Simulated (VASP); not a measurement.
# TaN (P-6m2) in VASP: a series of runs, part 2 of 2

VASP 6.6.1. Earlier steps stand in the parts before.

## Step 4: Vibrations by perturbation theory, PBE

Contents of INCAR:

```
PREC = Accurate ; ENCUT = 520
EDIFF = 1E-8 ; ISMEAR = -1
SIGMA = 0.15 ; LREAL = F
LASPH = T ; NELM = 100
ALGO = Normal ; ISIF = 2
LWAVE = F ; LCHARG = T
GGA = PE ; NBANDS = 15
IBRION = 8 ; NSW = 1
```

Contents of KPOINTS:

```
regular mesh
0
Gamma
  18 18 14
```

Contents of POSCAR:

```
TaN
1.0
    2.9504707845      0.0000000000      0.0000000000
   -1.4752353923      2.5551826525      0.0000000000
    0.0000000000      0.0000000000      2.8973536948
Ta N
1 1
Direct
    0.3333333333      0.6666666667      0.5000000000
    0.0000000000      0.0000000000      0.0000000000
```

Potentials or basis: VASP PAW PBE potentials, release 64 (Ta_pv, N).

Command:

```bash
$ cat potpaw_PBE.64/Ta_pv/POTCAR potpaw_PBE.64/N/POTCAR > POTCAR
$ mpirun -np 1 vasp_std > vasp.out
```

OUTCAR:

```text
PREC = Accurate
   ENCUT = 520
   EDIFF = 1E-8
   ISMEAR = -1
   LREAL = F
   LASPH = T
   NELM = 100
   ISIF = 2
   GGA = PE
   IBRION = 8
   NSW = 1

 ion  position               nearest neighbor table
   1  0.333  0.667  0.500-   2 2.24   2 2.24   2 2.24   2 2.24   2 2.24   2 2.24
   2  0.000  0.000  0.000-   1 2.24   1 2.24   1 2.24   1 2.24   1 2.24   1 2.24

  LATTYP: Found a hexagonal cell.
 ALAT       =     2.9504707845
 C/A-ratio  =     0.9819970799

  Lattice vectors:

 A1 = (   2.9504707845,   0.0000000000,   0.0000000000)
 A2 = (  -1.4752353923,   2.5551826525,   0.0000000000)
 A3 = (   0.0000000000,   0.0000000000,   2.8973536948)

Analysis of symmetry for initial positions (statically):
=====================================================================
 Subroutine PRICEL returns:
 Original cell was already a primitive cell.

 Routine SETGRP: Setting up the symmetry group for a
 hexagonal supercell.

 Subroutine GETGRP returns: Found 12 space group operations
 (whereof 12 operations were pure point group operations)
 out of a pool of 24 trial point group operations.

The static configuration has the point symmetry D_3h.

Analysis of symmetry for dynamics (positions and initial velocities):
=====================================================================
 Subroutine PRICEL returns:
 Original cell was already a primitive cell.

 Routine SETGRP: Setting up the symmetry group for a
 hexagonal supercell.

 Subroutine GETGRP returns: Found 12 space group operations
 (whereof 12 operations were pure point group operations)
 out of a pool of 24 trial point group operations.

The dynamic configuration has the point symmetry D_3h.

 Subroutine INISYM returns: Found 12 space group operations
 (whereof 12 operations are pure point group operations),
 and found     1 'primitive' translations

----------------------------------------------------------------------------------------

                                     Primitive cell

  volume of cell :      21.8431

  direct lattice vectors                    reciprocal lattice vectors
     2.950470785  0.000000000  0.000000000     0.338928962  0.195680727  0.000000000
    -1.475235392  2.555182653  0.000000000     0.000000000  0.391361455  0.000000000
     0.000000000  0.000000000  2.897353695     0.000000000  0.000000000  0.345142535

  length of vectors
     2.950470785  2.950470785  2.897353695     0.391361455  0.391361455  0.345142535

  position of ions in fractional coordinates (direct lattice)
     0.333333333  0.666666667  0.500000000
     0.000000000  0.000000000  0.000000000

  ion indices of the primitive-cell ions
   primitive index   ion index
                 1           1
                 2           2

[... 130 lines left out ...]
      1     -26.7738      2.00000
      2     -26.5131      2.00000
      3     -26.5131      2.00000
      4      -9.5642      2.00000
      5       3.6147      2.00000
      6       3.6147      2.00000
      7       3.9656      2.00000
      8       5.1990      2.00000
      9      10.2296      0.00000
     10      11.6332      0.00000
     11      11.6332      0.00000
     12      12.0412      0.00000
     13      12.0412      0.00000
     14      21.1259      0.00000
[... 401 lines left out ...]
      2     -26.8032      2.00000
      3     -26.6380      2.00000
      4      -7.3154      2.00000
      5       0.1130      2.00000
      6       3.0446      2.00000
      7       3.9019      2.00000
      8       5.8588      2.00000
      9      10.3949      0.00000
     10      11.1195      0.00000
     11      12.5855      0.00000
     12      14.0617      0.00000
     13      16.5470      0.00000
     14      20.0503      0.00000
     15      21.4390      0.00000

 [... further k-points ...]
[... 5 lines left out ...]
  --------------------------------------------------------------------------------------
  -------------------------------------------------------------------------------------
  Total        0.0832373      0.0832373      0.1046344     -0.0000000      0.0000000     -0.0000000
  in kB        6.1053988      6.1053988      7.6748546     -0.0000000      0.0000000     -0.0000000
  external PRESSURE =       6.6285507 kB  Pullay stress =       0.0000000 kB

 VOLUME and BASIS-vectors are now :
 -----------------------------------------------------------------------------
  energy-cutoff  :      520.00
  volume of cell :       21.84
      direct lattice vectors                 reciprocal lattice vectors
     2.950470785  0.000000000  0.000000000     0.338928962  0.195680727  0.000000000
    -1.475235392  2.555182653  0.000000000     0.000000000  0.391361455  0.000000000
     0.000000000  0.000000000  2.897353695     0.000000000  0.000000000  0.345142535

 POSITION                                       TOTAL-FORCE (eV/Angst)
 -----------------------------------------------------------------------------------
     -0.00000      1.70346      1.44868        -0.000000      0.000000      0.000000
      0.00000      0.00000      0.00000         0.000000     -0.000000      0.000000
 -----------------------------------------------------------------------------------
    total drift:                                0.000000     -0.000000     -0.000000

  FREE ENERGIE OF THE ION-ELECTRON SYSTEM (eV)
  ---------------------------------------------------
  free  energy   TOTEN  =       -22.4492820252 eV

  energy  without entropy=      -22.4399511180  energy(sigma->0) =      -22.44461657

[... ionic steps 2 to 3 ...]

--------------------------------------- Ionic step        4  -------------------------------------------

------------------------ aborting loop because EDIFF is reached ----------------------------------------
[... 11 lines left out ...]
[... ionic steps 8 to 8 ...]

--------------------------------------- Ionic step        9  -------------------------------------------

 Free energy of the ion-electron system (eV)
  ---------------------------------------------------
  ---------------------------------------------------
  free energy    TOTEN  =        -0.23465746 eV

  energy without entropy =       -0.23465746

------------------------ aborting loop because EDIFF is reached ----------------------------------------

 INTERNAL STRAIN TENSOR  FOR ION    2  DIRECTION 3   (eV/Angst):
 -----------------------------------------------------------------------------
     0.00312 -0.00000 -0.00000
    -0.00000  0.00312  0.00000
     0.00000  0.00000  0.00709

 INTERNAL STRAIN TENSOR FOR ION    2 for displacements in x,y,z  (eV/Angst):
          X           Y           Z          XY          YZ          ZX
  --------------------------------------------------------------------------------
  x     0.00000    -0.00000    -0.00000    -1.62132     0.00000     0.00000
  y    -1.62132     1.62132    -0.00000    -0.00000     0.00000     0.00000
  z     0.00000     0.00000     0.00000     0.00000     0.00000    -0.00000

 SECOND DERIVATIVES (NOT SYMMETRIZED)
 ------------------------------------
               1X          1Y          1Z          2X          2Y          2Z
  1X   -12.542355    0.000000    0.000000   12.542355   -0.000000    0.000000
  1Y     0.000000  -12.542355    0.000000   -0.000000   12.542355    0.000000
  1Z    -0.000000    0.000000  -13.515682    0.000000   -0.000000   13.515682
  2X    12.542524   -0.000000    0.000000  -12.542524    0.000000    0.000000
  2Y    -0.000000   12.542524    0.000000    0.000000  -12.542524    0.000000
  2Z     0.000000   -0.000000   13.506846   -0.000000    0.000000  -13.506846

 Eigenvectors and eigenvalues of the dynamical matrix
 ----------------------------------------------------

   1 f  =   15.938299 THz   100.143289 2PiTHz  531.644443 cm-1    65.915480 meV
             X         Y         Z           dx          dy          dz
     -0.000000  1.703455  1.448677    -0.000000    0.000000   -0.268072
      0.000000  0.000000  0.000000     0.000000    0.000000    0.963399
[... 21 lines left out ...]
   6 f/i=    0.001346 THz     0.008457 2PiTHz    0.044898 cm-1     0.005567 meV
             X         Y         Z           dx          dy          dz
     -0.000000  1.703455  1.448677     0.000000   -0.000000    0.963399
      0.000000  0.000000  0.000000    -0.000000    0.000000    0.268072

--------------------------------------------------------------------------------------------------------

 ELASTIC MODULI CONTR FROM IONIC RELAXATION (kBar)
 Direction    XX          YY          ZZ          XY          YZ          ZX
 --------------------------------------------------------------------------------
 XX          -6.2748      6.2748     -0.0000      0.0000     -0.0000      0.0000
 YY           6.2748     -6.2748      0.0000      0.0000      0.0000     -0.0000
 ZZ          -0.0000      0.0000     -0.0000     -0.0000     -0.0000      0.0000
 XY           0.0000      0.0000     -0.0000     -6.2748      0.0000     -0.0000
 YZ          -0.0000      0.0000     -0.0000      0.0000     -0.0000     -0.0000
 ZX           0.0000     -0.0000      0.0000     -0.0000     -0.0000     -0.0000
 --------------------------------------------------------------------------------
```

stdout:

```text
POSCAR found type information on POSCAR TaN
 POSCAR found :  2 types and       2 ions
 scaLAPACK will be used
 LDA part: xc-table for (Slater+PW92), standard interpolation
 POSCAR, INCAR and KPOINTS ok, starting setup
 FFT: planning ... GRIDC
 FFT: planning ... GRID_SOFT
 FFT: planning ... GRID
 WAVECAR not read
 entering main loop
 Linear response reoptimize wavefunctions to high precision
 Linear response DOF=           4
 Linear response progress:
 first order change of Fermi-energy  -0.40868E-04
 force on displaced ion       1 direction 1 : -12.542   0.000   0.000
 Linear response progress:
 first order change of Fermi-energy  -0.10574E-02
 force on displaced ion       1 direction 3 :  -0.000   0.000 -13.516
 Linear response progress:
 first order change of Fermi-energy   0.21836E-04
 force on displaced ion       2 direction 1 : -12.543   0.001   0.000
 Linear response progress:
 first order change of Fermi-energy  -0.74393E-04
 force on displaced ion       2 direction 3 :  -0.000   0.000 -13.507
 Linear response finished
```

Wall time 9.3 min (1 thread of Intel Xeon 6975P-C (Granite Rapids), shared host); peak memory 0.92 GiB.

What came out:

| Property | Result |
| --- | --- |
| Highest phonon frequency at Γ, LO-TO splitting left out | 532 cm⁻¹ |

Phonon frequencies in cm⁻¹ (negative: imaginary):
```tsv
q point	frequencies
(0.000, 0.000, 0.000)	0 0 0 512 512 532
```

Caveat: spin-orbit coupling is left out, which moves the levels of the heavy elements.

## Step 5: Vibrations by perturbation theory, PBE (phonons at volume x 1.02)

Contents of INCAR:

```
  PREC = Accurate
  ENCUT = 520
  EDIFF = 1E-8
  ISMEAR = -1
  SIGMA = 0.15
  LREAL = F
  LASPH = T
  NELM = 100
  ALGO = Normal
  ISIF = 2
  LWAVE = F
  LCHARG = T
  GGA = PE
  IBRION = 8
  NSW = 1
```

KPOINTS is that of step 4.

Contents of POSCAR:

```
TaN
1.0
    2.9711793728      0.0000000000      0.0000000000
   -1.4855896864      2.5731168161      0.0000000000
    0.0000000000      0.0000000000      2.9142484981
Ta N
1 1
Direct
    0.3333333333      0.6666666667      0.5000000000
    0.0000000000      0.0000000000      0.0000000000
```

Potentials or basis: VASP PAW PBE potentials, release 64 (Ta_pv, N).

Command:

```bash
$ cat potpaw_PBE.64/Ta_pv/POTCAR potpaw_PBE.64/N/POTCAR > POTCAR
$ mpirun -np 1 vasp_std > vasp.out
```

OUTCAR:

```text
PREC = Accurate
   ENCUT = 520
   EDIFF = 1E-8
   ISMEAR = -1
   LREAL = F
   LASPH = T
   NELM = 100
   ISIF = 2
   GGA = PE
   IBRION = 8
   NSW = 1

 ion  position               nearest neighbor table
   1  0.333  0.667  0.500-   2 2.25   2 2.25   2 2.25   2 2.25   2 2.25   2 2.25
   2  0.000  0.000  0.000-   1 2.25   1 2.25   1 2.25   1 2.25   1 2.25   1 2.25

  LATTYP: Found a hexagonal cell.
 ALAT       =     2.9711793728
 C/A-ratio  =     0.9808389641

  Lattice vectors:

 A1 = (   2.9711793728,   0.0000000000,   0.0000000000)
 A2 = (  -1.4855896864,   2.5731168161,   0.0000000000)
 A3 = (   0.0000000000,   0.0000000000,   2.9142484981)

Analysis of symmetry for initial positions (statically):
=====================================================================
 Subroutine PRICEL returns:
 Original cell was already a primitive cell.

 Routine SETGRP: Setting up the symmetry group for a
 hexagonal supercell.

 Subroutine GETGRP returns: Found 12 space group operations
 (whereof 12 operations were pure point group operations)
 out of a pool of 24 trial point group operations.

The static configuration has the point symmetry D_3h.

Analysis of symmetry for dynamics (positions and initial velocities):
=====================================================================
 Subroutine PRICEL returns:
 Original cell was already a primitive cell.

 Routine SETGRP: Setting up the symmetry group for a
 hexagonal supercell.

 Subroutine GETGRP returns: Found 12 space group operations
[... 544 lines left out ...]
      0.00000      0.00000      0.00000         0.000000     -0.000000      0.000000
 -----------------------------------------------------------------------------------
    total drift:                                0.000000     -0.000000     -0.000000

  FREE ENERGIE OF THE ION-ELECTRON SYSTEM (eV)
  ---------------------------------------------------
  free  energy   TOTEN  =       -22.4424516497 eV

  energy  without entropy=      -22.4329727591  energy(sigma->0) =      -22.43771220

[... ionic steps 2 to 3 ...]

--------------------------------------- Ionic step        4  -------------------------------------------

------------------------ aborting loop because EDIFF is reached ----------------------------------------
[... 11 lines left out ...]
[... ionic steps 8 to 8 ...]

--------------------------------------- Ionic step        9  -------------------------------------------

 Free energy of the ion-electron system (eV)
  ---------------------------------------------------
  ---------------------------------------------------
  free energy    TOTEN  =        -0.23413905 eV

  energy without entropy =       -0.23413904

------------------------ aborting loop because EDIFF is reached ----------------------------------------

 INTERNAL STRAIN TENSOR  FOR ION    2  DIRECTION 3   (eV/Angst):
 -----------------------------------------------------------------------------
     0.00311  0.00000  0.00000
     0.00000  0.00311 -0.00000
    -0.00000  0.00000  0.00684

 INTERNAL STRAIN TENSOR FOR ION    2 for displacements in x,y,z  (eV/Angst):
          X           Y           Z          XY          YZ          ZX
  --------------------------------------------------------------------------------
  x     0.00000     0.00000     0.00000    -0.92904     0.00000     0.00000
  y    -0.92904     0.92904     0.00000     0.00000     0.00000     0.00000
  z     0.00000     0.00000     0.00000     0.00000     0.00000     0.00000

 SECOND DERIVATIVES (NOT SYMMETRIZED)
 ------------------------------------
               1X          1Y          1Z          2X          2Y          2Z
  1X   -11.697594    0.000000    0.000000   11.697594    0.000000    0.000000
  1Y     0.000000  -11.697594    0.000000    0.000000   11.697594    0.000000
  1Z     0.000000   -0.000000  -12.322911   -0.000000    0.000000   12.322911
  2X    11.698472   -0.000000    0.000000  -11.698472    0.000000    0.000000
  2Y     0.000000   11.698472    0.000000   -0.000000  -11.698472    0.000000
  2Z     0.000000   -0.000000   12.303336    0.000000    0.000000  -12.303336

 Eigenvectors and eigenvalues of the dynamical matrix
 ----------------------------------------------------

   1 f  =   15.212167 THz    95.580862 2PiTHz  507.423262 cm-1    62.912438 meV
             X         Y         Z           dx          dy          dz
     -0.000000  1.715411  1.457124     0.000000    0.000000   -0.268188
      0.000000  0.000000  0.000000     0.000000    0.000000    0.963367
[... 21 lines left out ...]
   6 f/i=    0.003124 THz     0.019629 2PiTHz    0.104207 cm-1     0.012920 meV
             X         Y         Z           dx          dy          dz
     -0.000000  1.715411  1.457124     0.000000   -0.000000    0.963367
      0.000000  0.000000  0.000000     0.000000    0.000000    0.268188

--------------------------------------------------------------------------------------------------------

 ELASTIC MODULI CONTR FROM IONIC RELAXATION (kBar)
 Direction    XX          YY          ZZ          XY          YZ          ZX
 --------------------------------------------------------------------------------
 XX          -0.7438      0.7438      0.0000     -0.0000      0.0000      0.0000
 YY           0.7438     -0.7438      0.0000      0.0000      0.0000      0.0000
 ZZ           0.0000      0.0000      0.0000      0.0000      0.0000      0.0000
 XY          -0.0000      0.0000      0.0000     -0.7438      0.0000      0.0000
 YZ           0.0000      0.0000      0.0000      0.0000      0.0000      0.0000
 ZX           0.0000      0.0000      0.0000      0.0000      0.0000      0.0000
 --------------------------------------------------------------------------------
```

OSZICAR:

```text
N       E                     dE             d eps       ncg     rms          rms(c)
DAV:   1     0.886314572743E+02    0.88631E+02   -0.92945E+03  7104   0.141E+03
DAV:   2    -0.211245173999E+02   -0.10976E+03   -0.10369E+03  8164   0.336E+02
DAV:   3    -0.249670387344E+02   -0.38425E+01   -0.37748E+01  8888   0.570E+01
[... 88 lines left out ...]
RMM:   8    -0.234141414523E+00   -0.67732E-05   -0.16782E-07 19700   0.163E-03    0.225E-04
RMM:   9    -0.234139788598E+00    0.16259E-05   -0.39179E-08 20273   0.548E-04    0.638E-05
RMM:  10    -0.234139114639E+00    0.67396E-06   -0.93610E-09 20977   0.191E-04    0.197E-05
RMM:  11    -0.234139028450E+00    0.86189E-07   -0.12020E-08 21075   0.575E-05    0.415E-06
RMM:  12    -0.234139043005E+00   -0.14555E-07   -0.20304E-09 20238   0.259E-05    0.107E-06
RMM:  13    -0.234139046740E+00   -0.37350E-08   -0.32042E-09 17633   0.142E-05    0.477E-07
 Linear response finished
```

stdout:

```text
POSCAR found type information on POSCAR TaN
 POSCAR found :  2 types and       2 ions
 scaLAPACK will be used
 LDA part: xc-table for (Slater+PW92), standard interpolation
 POSCAR, INCAR and KPOINTS ok, starting setup
 FFT: planning ... GRIDC
 FFT: planning ... GRID_SOFT
 FFT: planning ... GRID
 WAVECAR not read
 entering main loop
 Linear response reoptimize wavefunctions to high precision
 Linear response DOF=           4
 Linear response progress:
 first order change of Fermi-energy  -0.43771E-04
 force on displaced ion       1 direction 1 : -11.698   0.000   0.000
 Linear response progress:
 first order change of Fermi-energy  -0.10241E-02
 force on displaced ion       1 direction 3 :  -0.000  -0.000 -12.323
 Linear response progress:
 first order change of Fermi-energy   0.23150E-04
 force on displaced ion       2 direction 1 : -11.698   0.001   0.000
 Linear response progress:
 first order change of Fermi-energy  -0.86805E-04
 force on displaced ion       2 direction 3 :   0.000  -0.000 -12.303
 Linear response finished
```

Run time: 8.2 min. Hardware: 1 thread of Intel Xeon 6975P-C (Granite Rapids), shared host; peak memory 0.82 GiB.

What came out:

* Highest phonon frequency at Γ, LO-TO splitting left out: 507 cm⁻¹

Phonon frequencies in cm⁻¹ (negative: imaginary):
| q point | frequencies |
| --- | --- |
| (0.000, 0.000, 0.000) | 0 0 0 495 495 507 |

Caveat: the cell differs from its parent crystal (phonons at volume x 1.02); the cell wasn't relaxed at this level first, which shifts response properties; spin-orbit coupling is left out, which moves the levels of the heavy elements.
